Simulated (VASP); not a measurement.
# TaW11S24 (a cell with a defect) in VASP: notebook

Aim: see how the results for TaW11S24 (a cell with a defect) move with the level of theory and the settings. Levels: PBE, r2SCAN. Tasks: electric field gradients.

Program: VASP 6.6.1. These are calculated values, not measurements. Logs are shortened: lines on timing, memory, paths and dates and some standing lists are left out, and cuts for length are marked.

### Step 1. The cell of the first run

The cell holds a defect, 36 atoms: a = 6.360 Å, b = 9.540 Å, c = 12.500 Å, α = 90.00°, β = 90.00°, γ = 120.00°.

### Step 2. Electric field gradients, PBE

Contents of INCAR:

```
  PREC = Accurate
  ENCUT = 520
  EDIFF = 1E-8
  ISMEAR = -1
  SIGMA = 0.01
  LREAL = Auto
  LASPH = T
  NELM = 100
  ALGO = Normal
  ISIF = 2
  LWAVE = F
  LCHARG = F
  GGA = PE
  LEFG = T
  NELECT = 308.0
  NBANDS = 178
  LUSENCCL = F
```

Contents of KPOINTS:

```
Automatic mesh
0
Gamma
  4 3 2
```

Contents of POSCAR:

```
TaW11S24
1.0
    6.3600000000      0.0000000000      0.0000000000
   -4.7700000000      8.2618823520      0.0000000000
    0.0000000000      0.0000000000     12.5000000000
Ta W S
1 11 24
Direct
    0.1666666666      0.2222222222      0.2500000000
    0.1666666666      0.5555555556      0.2500000000
    0.1666666666      0.8888888889      0.2500000000
    0.6666666666      0.2222222222      0.2500000000
    0.6666666666      0.5555555556      0.2500000000
    0.6666666666      0.8888888889      0.2500000000
    0.3333333334      0.1111111111      0.7500000000
    0.3333333334      0.4444444444      0.7500000000
    0.3333333334      0.7777777778      0.7500000000
    0.8333333334      0.1111111111      0.7500000000
    0.8333333334      0.4444444444      0.7500000000
    0.8333333334      0.7777777778      0.7500000000
    0.1666666666      0.2222222222      0.6250000000
    0.1666666666      0.5555555556      0.6250000000
    0.1666666666      0.8888888889      0.6250000000
    0.6666666666      0.2222222222      0.6250000000
    0.6666666666      0.5555555556      0.6250000000
    0.6666666666      0.8888888889      0.6250000000
    0.3333333334      0.1111111111      0.1250000000
    0.3333333334      0.4444444444      0.1250000000
    0.3333333334      0.7777777778      0.1250000000
    0.8333333334      0.1111111111      0.1250000000
    0.8333333334      0.4444444444      0.1250000000
    0.8333333334      0.7777777778      0.1250000000
    0.1666666666      0.2222222222      0.8750000000
    0.1666666666      0.5555555556      0.8750000000
    0.1666666666      0.8888888889      0.8750000000
    0.6666666666      0.2222222222      0.8750000000
    0.6666666666      0.5555555556      0.8750000000
    0.6666666666      0.8888888889      0.8750000000
    0.3333333334      0.1111111111      0.3750000000
    0.3333333334      0.4444444444      0.3750000000
    0.3333333334      0.7777777778      0.3750000000
    0.8333333334      0.1111111111      0.3750000000
    0.8333333334      0.4444444444      0.3750000000
    0.8333333334      0.7777777778      0.3750000000
```

Potentials or basis: VASP PAW PBE potentials, release 64 (Ta_pv, W_sv, S).

Launch:

```bash
$ cat potpaw_PBE.64/Ta_pv/POTCAR potpaw_PBE.64/W_sv/POTCAR potpaw_PBE.64/S/POTCAR > POTCAR
$ mpirun -np 1 vasp_std > vasp.out
```

OUTCAR:

```text
PREC = Accurate
   ENCUT = 520
   EDIFF = 1E-8
   ISMEAR = -1
   LREAL = Auto
   LASPH = T
   NELM = 100
   ISIF = 2
   GGA = PE
   NELECT = 308.0

 ion  position               nearest neighbor table
   1  0.167  0.222  0.250-  22 2.41  34 2.41  32 2.41  20 2.41  19 2.41  31 2.41   3 3.18   6 3.18
                             4 3.18   4 3.18   5 3.18   2 3.18
   2  0.167  0.556  0.250-  23 2.41  35 2.41  33 2.41  21 2.41  20 2.41  32 2.41   3 3.18   6 3.18
                             5 3.18   5 3.18   4 3.18   1 3.18
   3  0.167  0.889  0.250-  24 2.41  36 2.41  31 2.41  19 2.41  33 2.41  21 2.41   2 3.18   1 3.18
                             5 3.18   4 3.18   6 3.18   6 3.18
   4  0.667  0.222  0.250-  19 2.41  31 2.41  23 2.41  35 2.41  34 2.41  22 2.41   6 3.18   3 3.18
                             1 3.18   1 3.18   2 3.18   5 3.18
   5  0.667  0.556  0.250-  20 2.41  32 2.41  24 2.41  36 2.41  35 2.41  23 2.41   6 3.18   3 3.18
                             2 3.18   2 3.18   1 3.18   4 3.18
   6  0.667  0.889  0.250-  21 2.41  33 2.41  22 2.41  34 2.41  24 2.41  36 2.41   5 3.18   4 3.18
                             2 3.18   1 3.18   3 3.18   3 3.18
   7  0.333  0.111  0.750-  16 2.41  28 2.41  27 2.41  15 2.41  13 2.41  25 2.41   8 3.18   9 3.18
                            11 3.18  12 3.18  10 3.18  10 3.18
   8  0.333  0.444  0.750-  17 2.41  29 2.41  25 2.41  13 2.41  26 2.41  14 2.41   7 3.18  10 3.18
                            11 3.18  11 3.18  12 3.18   9 3.18
   9  0.333  0.778  0.750-  18 2.41  30 2.41  26 2.41  14 2.41  27 2.41  15 2.41   7 3.18  10 3.18
[... 29 lines left out ...]
  35  0.833  0.444  0.375-   2 2.41   4 2.41   5 2.41
  36  0.833  0.778  0.375-   3 2.41   5 2.41   6 2.41

  LATTYP: Found a simple monoclinic cell.
 ALAT       =     6.3600000000
 B/A-ratio  =     1.9654088050
 C/A-ratio  =     1.3228756555
 COS(beta)  =    -0.1889822365

  Lattice vectors:

 A1 = (   6.3600000000,   0.0000000000,   0.0000000000)
 A2 = (   0.0000000000,   0.0000000000,  12.5000000000)
 A3 = (  -1.5900000000,  -8.2618823520,   0.0000000000)

Analysis of symmetry for initial positions (statically):
=====================================================================
 Subroutine PRICEL returns:
 Original cell was already a primitive cell.

 Routine SETGRP: Setting up the symmetry group for a
 simple monoclinic supercell.

 Subroutine GETGRP returns: Found  2 space group operations
 (whereof  1 operations were pure point group operations)
 out of a pool of  4 trial point group operations.

The static configuration has the point symmetry C_1 .
 The point group associated with its full space group is C_1h.

Analysis of symmetry for dynamics (positions and initial velocities):
=====================================================================
 Subroutine PRICEL returns:
 Original cell was already a primitive cell.

 Routine SETGRP: Setting up the symmetry group for a
 simple monoclinic supercell.

 Subroutine GETGRP returns: Found  2 space group operations
 (whereof  1 operations were pure point group operations)
 out of a pool of  4 trial point group operations.

The dynamic configuration has the point symmetry C_1 .
 The point group associated with its full space group is C_1h.

 Subroutine INISYM returns: Found  2 space group operations
 (whereof  1 operations are pure point group operations),
 and found     1 'primitive' translations

----------------------------------------------------------------------------------------

                                     Primitive cell

  volume of cell :     656.8196

  direct lattice vectors                    reciprocal lattice vectors
     6.360000000  0.000000000  0.000000000     0.157232704  0.090778344 -0.000000000
    -4.770000000  8.261882352  0.000000000     0.000000000  0.121037792  0.000000000
     0.000000000  0.000000000 12.500000000     0.000000000 -0.000000000  0.080000000

  length of vectors
     6.360000000  9.540000000 12.500000000     0.181556688  0.121037792  0.080000000

[... 142 lines left out ...]
   NFREE  =      0    steps in history (QN), initial steepest desc. (CG)
   ISIF   =      2    stress and relaxation
   ISYM   =      2    0-nonsym 1-usesym 2-fastsym
   POTIM  = 0.5000    time-step for ionic-motion
   TEBEG  =    0.0;   TEEND  =   0.0 temperature during run
   PSTRESS=    0.0 pullay stress
   NELECT =     308.0000    total number of electrons
   NUPDOWN=      -1.0000    fix difference up-down
   EMIN   =  10.00;   EMAX   =-10.00  energy-range for DOS
   EFERMI =   0.00;   METHOD = LEGACY
   ISMEAR =    -1;   SIGMA  =   0.01  broadening in eV -4-tet -1-fermi 0-gaus
   EFERMI_NEDOS =   21; number of points for ismear=-14 and -15
   IALGO  =     38    algorithm
   IMIX   =      4    mixing-type and parameters
     AMIX     =   0.40;   BMIX     =  1.00
     AMIX_MAG =   1.60;   BMIX_MAG =  1.00
  volume/ion in A,a.u.               =      18.24       123.12
  Fermi-wavevector in a.u.,A,eV,Ry     =   1.271871  2.403487 22.009540  1.617656
  Thomas-Fermi vector in A             =   2.404780
   LORBIT       =      0    0 simple, 1 ext, 2 COOP (PROOUT), +10 PAW based schemes
   GGA     = PE    functional components
   LHFCALC =     F    Hartree Fock is set to
   AEXX    =    0.0000 exact exchange contribution
   IVDW    =     0    specifies the selected vdW correction
   LEPSILON=     F    determine dielectric tensor
   LRPA    =     F    only Hartree local field effects (RPA)
 non-spin polarized calculation
  energy-cutoff  :      520.00
  volume of cell :      656.82
 maximum number of plane-waves:     17710
   NGX = 23   NGY = 35   NGZ = 47

 number of electron     308.0000040 magnetization

 Free energy of the ion-electron system (eV)
  ---------------------------------------------------
  ext. energy  EPLUGINS =         0.00000000
  ---------------------------------------------------
  free energy    TOTEN  =      -289.59987838 eV

  energy without entropy =     -289.59595024  energy(sigma->0) =     -289.59791431

 E-fermi :   6.3415     XC(G=0): -10.7452

 val. band max:        6.3259042328   @ k =   0.5000   0.0000   0.5000
 cond. band min:       6.3471003616   @ k =   0.5000   0.0000   0.0000
 fundamental gap:      0.0211961288
 Fermi energy:         6.3415290830

 k-point     1 :       0.0000    0.0000    0.0000
  band No.  band energies     occupation
      1     -67.7688      2.00000
      2     -67.7572      2.00000
      3     -67.7549      2.00000
      4     -67.7533      2.00000
      5     -67.7523      2.00000
      6     -67.7498      2.00000
[... 2355 lines left out ...]
    165       9.0069      0.00000
    166       9.0474      0.00000
 [bands above 166 left out]

------------------------ aborting loop because EDIFF is reached ----------------------------------------

  FORCE on cell =-STRESS in cart. coord.  units (eV):
  Direction    XX          YY          ZZ          XY          YZ          ZX
  --------------------------------------------------------------------------------------
  -------------------------------------------------------------------------------------
  Total        2.9493729      2.5834757     -2.1684049      0.1176714      0.0000000      0.0000000
  in kB        7.1943925      6.3018611     -5.2893806      0.2870353      0.0000000      0.0000000
  external PRESSURE =       2.7356243 kB  Pullay stress =       0.0000000 kB

 VOLUME and BASIS-vectors are now :
 -----------------------------------------------------------------------------
  energy-cutoff  :      520.00
  volume of cell :      656.82
      direct lattice vectors                 reciprocal lattice vectors
     6.360000000  0.000000000  0.000000000     0.157232704  0.090778344 -0.000000000
    -4.770000000  8.261882352  0.000000000     0.000000000  0.121037792  0.000000000
     0.000000000  0.000000000 12.500000000     0.000000000 -0.000000000  0.080000000

 POSITION                                       TOTAL-FORCE (eV/Angst)
 -----------------------------------------------------------------------------------
     -0.00000      1.83597      3.12500         0.054459     -0.015213      0.000000
     -1.59000      4.58993      3.12500        -0.121300      0.147934      0.000000
     -3.18000      7.34390      3.12500         0.142530     -0.058491      0.000000
      3.18000      1.83597      3.12500        -0.047024     -0.096760      0.000000
      1.59000      4.58993      3.12500         0.144532      0.241089      0.000000
     -0.00000      7.34390      3.12500        -0.136743     -0.157577      0.000000
[... 28 lines left out ...]
      3.18000      3.67195      4.68750         0.005637     -0.000029     -0.010884
      1.59000      6.42591      4.68750         0.003899     -0.000238      0.001318
 -----------------------------------------------------------------------------------
    total drift:                                0.000002     -0.000006      0.000000

  FREE ENERGIE OF THE ION-ELECTRON SYSTEM (eV)
  ---------------------------------------------------
  free  energy   TOTEN  =      -289.5998783785 eV

  energy  without entropy=     -289.5959502442  energy(sigma->0) =     -289.59791431

 Electric field gradients (V/A^2)
---------------------------------------------------------------------
 ion       V_xx      V_yy      V_zz      V_xy      V_xz      V_yz
---------------------------------------------------------------------
   1      82.372    85.448  -167.819    -0.795     0.000    -0.000
   2      86.989    56.330  -143.320    12.053     0.000     0.000
   3      70.777    74.075  -144.852    14.924    -0.000    -0.000
   4      35.885   101.219  -137.104     0.771    -0.000     0.000
   5      83.339    59.570  -142.909   -12.510     0.000    -0.000
   6      74.111    69.919  -144.029   -15.183     0.000     0.000
[... 28 lines left out ...]
  35      21.637    19.713   -41.350    -0.303     0.178     0.003
  36      20.505    21.041   -41.546     0.078     0.007    -0.290
---------------------------------------------------------------------

 Electric field gradients after diagonalization (V/A^2)
 (convention: |V_zz| > |V_xx| > |V_yy|)
----------------------------------------------------------------------
 ion       V_xx      V_yy      V_zz     asymmetry (V_yy - V_xx)/ V_zz
----------------------------------------------------------------------
   1      85.641    82.178  -167.819       0.021
   2      91.161    52.159  -143.320       0.272
   3      87.441    57.411  -144.852       0.207
   4     101.228    35.876  -137.104       0.477
   5      88.709    54.200  -142.909       0.241
   6      87.342    56.688  -144.029       0.213
[... 28 lines left out ...]
  35      21.684    19.667   -41.350       0.049
  36      21.053    20.494   -41.547       0.013
----------------------------------------------------------------------

           NMR quadrupolar parameters

 Cq : quadrupolar parameter    Cq=e*Q*V_zz/h
 eta: asymmetry parameters     (V_yy - V_xx)/ V_zz
 Q  : nuclear electric quadrupole moment in mb (millibarn)
----------------------------------------------------------------------
 ion       Cq(MHz)       eta       Q (mb)
----------------------------------------------------------------------
   1      -0.406       0.021       1.000
   2      -0.347       0.272       1.000
   3      -0.350       0.207       1.000
   4      -0.332       0.477       1.000
   5      -0.346       0.241       1.000
   6      -0.348       0.213       1.000
[... 28 lines left out ...]
  35      -0.100       0.049       1.000
  36      -0.100       0.013       1.000
----------------------------------------------------------------------
```

Run time: 6.3 min. Hardware: 1 × NVIDIA H100 80GB with 1 thread of AMD EPYC 7R13 (Zen 3), shared host; peak memory 2.2 GiB.

What came out:

```
Free energy                             : -289.5999 eV
Largest force                           : 0.557 eV/Å
Largest electric field gradient by atom : Ta -167.8; W -143.3, -144.9, -137.1, -142.9, -144.0, -149.3, -149.1, -148.2, -149.2, -147.9, -147.8; S -42.7, -41.6, -41.5, -41.4, -48.5, -49.8, -40.5, -48.2 (each value once) V/Å²
```

Forces in eV/Å, atoms in the order of the input:
```
Ta   0.054 -0.015  0.000
W   -0.121  0.148  0.000
W    0.143 -0.058  0.000
W   -0.047 -0.097  0.000
W    0.145  0.241  0.000
W   -0.137 -0.158  0.000
W    0.005  0.004  0.000
W    0.010  0.001  0.000
W    0.008  0.004  0.000
W    0.010  0.008  0.000
W    0.004 -0.001  0.000
W    0.007  0.003  0.000
S   -0.005 -0.003 -0.043
S    0.001 -0.002 -0.044
S    0.000  0.005 -0.046
S   -0.003 -0.009 -0.048
S   -0.008 -0.003 -0.044
S   -0.007  0.003 -0.045
S    0.376 -0.237 -0.312
S   -0.012  0.442 -0.339
S   -0.008 -0.010  0.037
S   -0.384 -0.226 -0.311
S    0.006  0.000  0.011
S    0.004  0.000 -0.001
S   -0.005 -0.003  0.043
S    0.001 -0.002  0.044
S    0.000  0.005  0.046
S   -0.003 -0.009  0.048
S   -0.008 -0.003  0.044
S   -0.007  0.003  0.045
S    0.376 -0.237  0.312
S   -0.012  0.442  0.339
S   -0.008 -0.010 -0.037
S   -0.384 -0.226  0.311
S    0.006  0.000 -0.011
S    0.004  0.000  0.001
```

Levels at points of the mesh, in eV from the Fermi level:
```tsv
k point	band 151	band 152	band 153	band 154	band 155	band 156	band 157	band 158
(0.00, 0.00, 0.00)	-0.69	-0.43	-0.42	-0.31	0.71	2.34	2.35	2.35
(0.50, 0.00, 0.00)	-0.56	-0.33	-0.33	-0.02	0.01	1.93	1.97	2.06
(0.00, 0.00, 0.50)	-0.66	-0.44	-0.38	0.29	0.51	2.49	2.49	2.52
(0.50, 0.00, 0.50)	-0.55	-0.31	-0.31	-0.04	-0.02	2.10	2.10	2.19
```

Electric field gradients, principal values (V/Å²):
| atom | least | middle | greatest (by size) |
| --- | --- | --- | --- |
| 1 Ta | 82.178 | 85.641 | -167.819 |
| 2 W | 52.159 | 91.161 | -143.320 |
| 3 W | 57.411 | 87.441 | -144.852 |
| 4 W | 35.876 | 101.228 | -137.104 |
| 5 W | 54.200 | 88.709 | -142.909 |
| 6 W | 56.688 | 87.342 | -144.029 |
| 7 W | 74.604 | 74.652 | -149.256 |
| 8 W | 74.312 | 74.817 | -149.129 |
| 9 W | 73.632 | 74.529 | -148.161 |
| 10 W | 74.232 | 74.942 | -149.174 |
| 11 W | 73.811 | 74.050 | -147.861 |
| 12 W | 73.833 | 73.995 | -147.828 |
| 13 S | 21.179 | 21.498 | -42.677 |
| 14 S | 20.705 | 20.908 | -41.612 |
| 15 S | 20.661 | 20.843 | -41.504 |
| 16 S | 20.662 | 20.941 | -41.603 |
| 17 S | 20.640 | 20.953 | -41.593 |
| 18 S | 20.569 | 20.799 | -41.369 |
| 19 S | 9.368 | 39.148 | -48.516 |
| 20 S | 9.785 | 40.007 | -49.792 |
| 21 S | 19.629 | 20.886 | -40.515 |
| 22 S | 8.656 | 39.497 | -48.153 |
| 23 S | 19.667 | 21.684 | -41.350 |
| 24 S | 20.494 | 21.053 | -41.547 |
| 25 S | 21.179 | 21.498 | -42.677 |
| 26 S | 20.705 | 20.908 | -41.612 |
| 27 S | 20.661 | 20.843 | -41.504 |
| 28 S | 20.662 | 20.941 | -41.603 |
| 29 S | 20.640 | 20.953 | -41.593 |
| 30 S | 20.569 | 20.799 | -41.369 |
| 31 S | 9.368 | 39.148 | -48.516 |
| 32 S | 9.785 | 40.007 | -49.792 |
| 33 S | 19.629 | 20.886 | -40.515 |
| 34 S | 8.656 | 39.497 | -48.153 |
| 35 S | 19.667 | 21.684 | -41.350 |
| 36 S | 20.494 | 21.053 | -41.547 |

Caveat: the cell carries a net charge on a neutralising background, which shifts energy and pressure; the cell is charged against a uniform background, so pressure and absolute levels hang on convention; without QUAD_EFG the Cq values of the log hold for a quadrupole moment of 1 mb, not for the nuclei; spin-orbit coupling is left out, which moves the levels of the heavy elements.

[end of part 1 of 2]
